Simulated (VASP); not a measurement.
# Ge5Pt3 (Pm-3m) in VASP: further runs

Ge5Pt3 is run at these levels: PBE; tasks: single point.

Program: VASP 6.6.1. These are calculated values, not measurements. Logs are shortened: lines on timing, memory, paths and dates and some standing lists are left out, and cuts for length are marked.

### 1 The cell of the first run

It takes space group Pm-3m (No. 221, cubic). Conventional cell: a = 4.735 Å, b = 4.735 Å, c = 4.735 Å, α = 90.00°, β = 90.00°, γ = 90.00°. Ge (site symmetry m-3m) has 6 Pt at 2.37 Å within 3.1 Å. Ge (site symmetry m-3m) has 6 Ge at 2.37 Å within 3.1 Å. Ge (site symmetry 4/mmm) has 2 Ge at 2.37 Å and 4 Pt at 2.37 Å within 3.1 Å. Within 3.1 Å of Pt (site symmetry 4/mmm) lie 6 Ge at 2.37 Å.

### 2 Single point, PBE

INCAR

```
SYSTEM = Ge5Pt3
PREC = Accurate ; ENCUT = 500
EDIFF = 1E-6 ; ISMEAR = 0
SIGMA = 0.1 ; LREAL = .False.
LASPH = .True. ; NELM = 120
ALGO = Normal ; ISIF = 2
LWAVE = .False. ; LCHARG = .False.
GGA = PE ; NBANDS = 60
GGA_COMPAT = .False.
```

KPOINTS

```
regular mesh
0
Gamma
  4 4 4
  0 0 0
```

POSCAR

```
Ge5Pt3
1.0
    4.7354654500      0.0000000000      0.0000000000
    0.0000000000      4.7354654500      0.0000000000
    0.0000000000      0.0000000000      4.7354654500
Ge Pt
5 3
Direct
    0.0000000000      0.0000000000      0.0000000000
    0.5000000000      0.5000000000      0.5000000000
    0.0000000000      0.5000000000      0.5000000000
    0.5000000000      0.0000000000      0.5000000000
    0.5000000000      0.5000000000      0.0000000000
    0.5000000000      0.0000000000      0.0000000000
    0.0000000000      0.5000000000      0.0000000000
    0.0000000000      0.0000000000      0.5000000000
```

Potentials or basis: VASP PAW PBE potentials, release 64 (Ge_d, Pt).

Run with:

```sh
$ cat potpaw_PBE.64/Ge_d/POTCAR potpaw_PBE.64/Pt/POTCAR > POTCAR
$ mpirun -np 1 vasp_std > vasp.out
```

OUTCAR:

```text
SYSTEM = Ge5Pt3
   PREC = Accurate
   ENCUT = 500
   EDIFF = 1E-6
   ISMEAR = 0
   LREAL = .False.
   LASPH = .True.
   NELM = 120
   ISIF = 2
   GGA = PE

 ion  position               nearest neighbor table
   1  0.000  0.000  0.000-   6 2.37   7 2.37   8 2.37   8 2.37   7 2.37   6 2.37
   2  0.500  0.500  0.500-   3 2.37   4 2.37   5 2.37   5 2.37   4 2.37   3 2.37
   3  0.000  0.500  0.500-   2 2.37   7 2.37   8 2.37   7 2.37   8 2.37   2 2.37
   4  0.500  0.000  0.500-   2 2.37   6 2.37   8 2.37   6 2.37   2 2.37   8 2.37
   5  0.500  0.500  0.000-   2 2.37   6 2.37   7 2.37   2 2.37   6 2.37   7 2.37
   6  0.500  0.000  0.000-   1 2.37   4 2.37   5 2.37   4 2.37   5 2.37   1 2.37   8 3.35   8 3.35
                             7 3.35   7 3.35   7 3.35   8 3.35   8 3.35   7 3.35
   7  0.000  0.500  0.000-   1 2.37   3 2.37   5 2.37   3 2.37   1 2.37   5 2.37   8 3.35   8 3.35
                             6 3.35   8 3.35   8 3.35   6 3.35   6 3.35   6 3.35
   8  0.000  0.000  0.500-   1 2.37   3 2.37   4 2.37   1 2.37   3 2.37   4 2.37   6 3.35   7 3.35
                             7 3.35   7 3.35   7 3.35   6 3.35   6 3.35   6 3.35

  LATTYP: Found a simple cubic cell.
 ALAT       =     4.7354654500

  Lattice vectors:

 A1 = (   4.7354654500,   0.0000000000,   0.0000000000)
 A2 = (   0.0000000000,   4.7354654500,   0.0000000000)
 A3 = (   0.0000000000,   0.0000000000,   4.7354654500)

Analysis of symmetry for initial positions (statically):
=====================================================================
 Subroutine PRICEL returns:
 Original cell was already a primitive cell.

 Routine SETGRP: Setting up the symmetry group for a
 simple cubic supercell.

 Subroutine GETGRP returns: Found 48 space group operations
 (whereof 48 operations were pure point group operations)
 out of a pool of 48 trial point group operations.

The static configuration has the point symmetry O_h .

Analysis of symmetry for dynamics (positions and initial velocities):
=====================================================================
 Subroutine PRICEL returns:
 Original cell was already a primitive cell.

 Routine SETGRP: Setting up the symmetry group for a
 simple cubic supercell.

 Subroutine GETGRP returns: Found 48 space group operations
 (whereof 48 operations were pure point group operations)
 out of a pool of 48 trial point group operations.

The dynamic configuration has the point symmetry O_h .

 Subroutine INISYM returns: Found 48 space group operations
 (whereof 48 operations are pure point group operations),
 and found     1 'primitive' translations

----------------------------------------------------------------------------------------

                                     Primitive cell

  volume of cell :     106.1911

  direct lattice vectors                    reciprocal lattice vectors
     4.735465450  0.000000000  0.000000000     0.211172484  0.000000000  0.000000000
     0.000000000  4.735465450  0.000000000     0.000000000  0.211172484  0.000000000
     0.000000000  0.000000000  4.735465450     0.000000000  0.000000000  0.211172484

  length of vectors
     4.735465450  4.735465450  4.735465450     0.211172484  0.211172484  0.211172484

  position of ions in fractional coordinates (direct lattice)
     0.000000000  0.000000000  0.000000000
     0.500000000  0.500000000  0.500000000
     0.000000000  0.500000000  0.500000000
     0.500000000  0.000000000  0.500000000
     0.500000000  0.500000000  0.000000000
     0.500000000  0.000000000  0.000000000
     0.000000000  0.500000000  0.000000000
     0.000000000  0.000000000  0.500000000

  ion indices of the primitive-cell ions
   primitive index   ion index
                 1           1
                 2           2
                 3           3
                 4           4
                 5           5
                 6           6
                 7           7
                 8           8

----------------------------------------------------------------------------------------

 KPOINTS: regular mesh

Automatic generation of k-mesh.
 Grid dimensions read from file:
 generate k-points for:    4    4    4

 Generating k-lattice:

  Cartesian coordinates                     Fractional coordinates (reciprocal lattice)
     0.052793121  0.000000000  0.000000000     0.250000000  0.000000000  0.000000000
     0.000000000  0.052793121  0.000000000     0.000000000  0.250000000  0.000000000
     0.000000000  0.000000000  0.052793121     0.000000000  0.000000000  0.250000000

  Length of vectors
     0.052793121  0.052793121  0.052793121

  Shift w.r.t. Gamma in fractional coordinates (k-lattice)
     0.000000000  0.000000000  0.000000000

 Subroutine IBZKPT returns following result:
 ===========================================

 Found     10 irreducible k-points:

 Following reciprocal coordinates:
            Coordinates               Weight
  0.000000  0.000000  0.000000      1.000000
  0.250000  0.000000  0.000000      6.000000
  0.500000  0.000000  0.000000      3.000000
  0.250000  0.250000  0.000000     12.000000
  0.500000  0.250000  0.000000     12.000000
  0.500000  0.500000  0.000000      3.000000
  0.250000  0.250000  0.250000      8.000000
  0.500000  0.250000  0.250000     12.000000
  0.500000  0.500000  0.250000      6.000000
  0.500000  0.500000  0.500000      1.000000
   k-points           NKPTS =     10   k-points in BZ     NKDIM =     10   number of bands    NBANDS=     60
   number of dos      NEDOS =    301   number of ions     NIONS =      8
   total plane-waves  NPLWV =  46656
   dimension x,y,z NGX =    36 NGY =   36 NGZ =   36
   dimension x,y,z NGXF=    72 NGYF=   72 NGZF=   72
   ions per type =               5   3
   NGX,Y,Z   is equivalent  to a cutoff of  12.64, 12.64, 12.64 a.u.
   NGXF,Y,Z  is equivalent  to a cutoff of  25.28, 25.28, 25.28 a.u.
 SYSTEM =  Ge5Pt3
   PREC   = accura    normal or accurate (medium, high low for compatibility)
   ISTART =      0    job   : 0-new  1-cont  2-samecut
   ICHARG =      2    charge: 1-file 2-atom 10-const
   ISPIN  =      1    spin polarized calculation?
   LNONCOLLINEAR =      F non collinear calculations
   LSORBIT =      F    spin-orbit coupling
   LASPH  =      T    aspherical Exc in radial PAW
   ENCUT  =  500.0 eV  36.75 Ry    6.06 a.u.   8.63  8.63  8.63*2*pi/ulx,y,z
   NELM   =    120;   NELMIN=  2; NELMDL= -5     # of ELM steps
   EDIFF  = 0.1E-05   stopping-criterion for ELM
   LREAL  =      F    real-space projection
   EDIFFG = 0.1E-04   stopping-criterion for IOM
   NSW    =      0    number of steps for IOM
   IBRION =     -1    ionic relax: 0-MD 1-quasi-New 2-CG
   NFREE  =      0    steps in history (QN), initial steepest desc. (CG)
   ISIF   =      2    stress and relaxation
   ISYM   =      2    0-nonsym 1-usesym 2-fastsym
   POTIM  = 0.5000    time-step for ionic-motion
   TEBEG  =    0.0;   TEEND  =   0.0 temperature during run
   PSTRESS=    0.0 pullay stress
   NELECT =     100.0000    total number of electrons
   NUPDOWN=      -1.0000    fix difference up-down
   EMIN   =  10.00;   EMAX   =-10.00  energy-range for DOS
   EFERMI =   0.00;   METHOD = LEGACY
   ISMEAR =     0;   SIGMA  =   0.10  broadening in eV -4-tet -1-fermi 0-gaus
   EFERMI_NEDOS =   21; number of points for ismear=-14 and -15
   IALGO  =     38    algorithm
   IMIX   =      4    mixing-type and parameters
     AMIX     =   0.40;   BMIX     =  1.00
     AMIX_MAG =   1.60;   BMIX_MAG =  1.00
  volume/ion in A,a.u.               =      13.27        89.58
  Fermi-wavevector in a.u.,A,eV,Ry     =   1.604644  3.032338 35.033422  2.574884
  Thomas-Fermi vector in A             =   2.701116
   LORBIT       =      0    0 simple, 1 ext, 2 COOP (PROOUT), +10 PAW based schemes
   GGA     = PE    functional components
   LHFCALC =     F    Hartree Fock is set to
   AEXX    =    0.0000 exact exchange contribution
   IVDW    =     0    specifies the selected vdW correction
   LEPSILON=     F    determine dielectric tensor
   LRPA    =     F    only Hartree local field effects (RPA)
 non-spin polarized calculation
 Gauss-broadening in eV      SIGMA  =   0.10
  energy-cutoff  :      500.00
  volume of cell :      106.19
 maximum number of plane-waves:      2730
 NGX is ok and might be reduce to    36
   NGX = 17   NGY = 17   NGZ = 17

 number of electron     100.0000103 magnetization

 Free energy of the ion-electron system (eV)
  ---------------------------------------------------
  ext. energy  EPLUGINS =         0.00000000
  ---------------------------------------------------
  free energy    TOTEN  =       -34.50675441 eV

  energy without entropy =      -34.48225935  energy(sigma->0) =      -34.49450688

 E-fermi :  11.9152     XC(G=0): -13.4714

 val. band max:       11.8156229178   @ k =   0.2500   0.2500   0.0000
 cond. band min:      11.9231916450   @ k =   0.2500   0.0000   0.0000
 fundamental gap:      0.1075687271
 Fermi energy:        11.9151619847

 k-point     1 :       0.0000    0.0000    0.0000
  band No.  band energies     occupation
      1     -13.3786      2.00000
      2     -13.3786      2.00000
      3     -13.2823      2.00000
      4     -13.2823      2.00000
      5     -13.2823      2.00000
      6     -13.0492      2.00000
[... 52 lines left out ...]
     59      15.5064      0.00000
     60      19.8523      0.00000

 k-point     2 :       0.2500    0.0000    0.0000
  band No.  band energies     occupation
      1     -13.3783      2.00000
      2     -13.3613      2.00000
      3     -13.2821      2.00000
      4     -13.2789      2.00000
      5     -13.2789      2.00000
      6     -13.0470      2.00000
[... 52 lines left out ...]
     59      18.5007      0.00000
     60      19.4079      0.00000

 k-point     3 :       0.5000    0.0000    0.0000
  band No.  band energies     occupation
      1     -13.3782      2.00000
      2     -13.3440      2.00000
      3     -13.2819      2.00000
      4     -13.2756      2.00000
      5     -13.2756      2.00000
      6     -13.0451      2.00000
[... 430 lines left out ...]
     59      18.9823      0.00000
     60      19.3089      0.00000

 k-point    10 :       0.5000    0.5000    0.5000
  band No.  band energies     occupation
      1     -13.3260      2.00000
      2     -13.3260      2.00000
      3     -13.2722      2.00000
      4     -13.2722      2.00000
      5     -13.2722      2.00000
      6     -12.8245      2.00000
[... 52 lines left out ...]
     59      19.7906      0.00000
     60      19.8108      0.00000

------------------------ aborting loop because EDIFF is reached ----------------------------------------

  FORCE on cell =-STRESS in cart. coord.  units (eV):
  Direction    XX          YY          ZZ          XY          YZ          ZX
  --------------------------------------------------------------------------------------
  -------------------------------------------------------------------------------------
  Total       51.0049484     51.0049484     51.0049484     -0.0000000     -0.0000000     -0.0000000
  in kB      769.5465188    769.5465188    769.5465188     -0.0000000     -0.0000000     -0.0000000
  external PRESSURE =     769.5465188 kB  Pullay stress =       0.0000000 kB

 VOLUME and BASIS-vectors are now :
 -----------------------------------------------------------------------------
  energy-cutoff  :      500.00
  volume of cell :      106.19
      direct lattice vectors                 reciprocal lattice vectors
     4.735465450  0.000000000  0.000000000     0.211172484  0.000000000  0.000000000
     0.000000000  4.735465450  0.000000000     0.000000000  0.211172484  0.000000000
     0.000000000  0.000000000  4.735465450     0.000000000  0.000000000  0.211172484

 POSITION                                       TOTAL-FORCE (eV/Angst)
 -----------------------------------------------------------------------------------
      0.00000      0.00000      0.00000         0.000000      0.000000      0.000000
      2.36773      2.36773      2.36773         0.000000      0.000000      0.000000
      0.00000      2.36773      2.36773         0.000000      0.000000      0.000000
      2.36773      0.00000      2.36773         0.000000      0.000000      0.000000
      2.36773      2.36773      0.00000         0.000000      0.000000      0.000000
      2.36773      0.00000      0.00000         0.000000      0.000000      0.000000
      0.00000      2.36773      0.00000         0.000000      0.000000      0.000000
      0.00000      0.00000      2.36773         0.000000      0.000000      0.000000
 -----------------------------------------------------------------------------------
    total drift:                                0.000000      0.000000      0.000000

  FREE ENERGIE OF THE ION-ELECTRON SYSTEM (eV)
  ---------------------------------------------------
  free  energy   TOTEN  =       -34.5067544075 eV

  energy  without entropy=      -34.4822593462  energy(sigma->0) =      -34.49450688
```

Run time: 27 s. Hardware: 1 thread of Intel Xeon 6975P-C (Granite Rapids), shared host; peak memory 0.22 GiB.

Results:

```
Free energy            : -34.5068 eV
Pressure               : 77.0 GPa
Band gap on the k mesh : zero (band 50 reaches 15.07 eV, above the bottom of band 51 at 11.37 eV)
```

Caveat: spin-orbit coupling is left out, which moves the levels of the heavy elements.

[end of part 1 of 2]
